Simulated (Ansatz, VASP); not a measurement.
## Al3GaN4 in VASP and in Ansatz

The input INCAR:

```
PREC = Accurate
ENCUT = 520
EDIFF = 1E-7
ISMEAR = 0
SIGMA = 0.05
LREAL = F
LASPH = T
NELM = 100
ALGO = Normal
ISIF = 2
LWAVE = F
LCHARG = T
GGA = PS
LELF = T
LVHAR = T
NBANDS = 31
```

The input KPOINTS:

```
Automatic mesh
0
Gamma
  6 6 6
```

The input POSCAR:

```
Al3GaN4
1.0
    4.4069948390      0.0000000000      0.0826311532
    0.0000000000      4.4069948390      0.0000000000
    0.0826311532      0.0000000000      4.4069948390
Al Ga N
3 1 4
Direct
    0.5000000000      0.5000000000      0.0000000000
    0.5000000000      0.0000000000      0.5000000000
    0.0000000000      0.5000000000      0.5000000000
    0.0000000000      0.0000000000      0.0000000000
    0.7447077168      0.7447077168      0.2552922832
    0.7447077168      0.2552922832      0.7447077168
    0.2552922832      0.7447077168      0.7447077168
    0.2552922832      0.2552922832      0.2552922832
```

Input for Ansatz:

```yaml
crystal:
  lattice:
    - [4.406994839, 0.0, 0.0826311532]
    - [0.0, 4.406994839, 0.0]
    - [0.0826311532, 0.0, 4.406994839]
  atoms:
    - { symbol: Al, position: [0.5, 0.5, 0.0] }
    - { symbol: Al, position: [0.5, 0.0, 0.5] }
    - { symbol: Al, position: [0.0, 0.5, 0.5] }
    - { symbol: Ga, position: [0.0, 0.0, 0.0] }
    - { symbol: "N", position: [0.7447077168, 0.7447077168, 0.2552922832] }
    - { symbol: "N", position: [0.7447077168, 0.2552922832, 0.7447077168] }
    - { symbol: "N", position: [0.2552922832, 0.7447077168, 0.7447077168] }
    - { symbol: "N", position: [0.2552922832, 0.2552922832, 0.2552922832] }
basis:
  ecutwfc: 420
kpoints:
  mp_grid: { grid: [6, 6, 6] }
hamiltonian:
  xc: pbesol
scf:
  occupations: { method: gaussian, width: 0.05 }
output:
  forces: true
  stress: true
  eigenvalues: true
```

Change from the starting cell: strain +0.0375 x Voigt [0, 0, 0, 0, 1, 0], atoms carried along.

Alike in both runs: task single point; functional PBEsol; k mesh 6 × 6 × 6; occupations gaussian, width 0.05 eV; no spin polarisation.

|  | VASP | Ansatz |
| --- | --- | --- |
| version | VASP 6.6.1 | Ansatz 0.2.0 |
| potentials or method | VASP PAW PBE potentials, release 64 (Al, Ga_d, N), cutoff 520 eV | scalar-relativistic, plane waves, PAW |
| valence electrons in the cell | 42 | 42 |

|  | VASP | Ansatz | Ansatz less VASP |
| --- | --- | --- | --- |
| gap on the k mesh at the Fermi level (eV) | 3.18 | 3.18 | +0.005 |
| least direct gap on the mesh (eV) | 3.18 | 3.18 | +0.005 |
| pressure (GPa) | 0.3 | 0.4 | +0.06 |
| traceless stress, the component that is largest in VASP (GPa) | -8.07 | -8.00 | +0.075 |
| rms of the force components (eV/Å) | 0.194 | 0.193 | -0.0019 |

VASP's potentials were made for PBE, not for PBEsol. Atom by atom the forces differ by 0.005 eV/Å (rms over components). With one functional, cell and mesh, what is left measures potentials, basis and numerics.
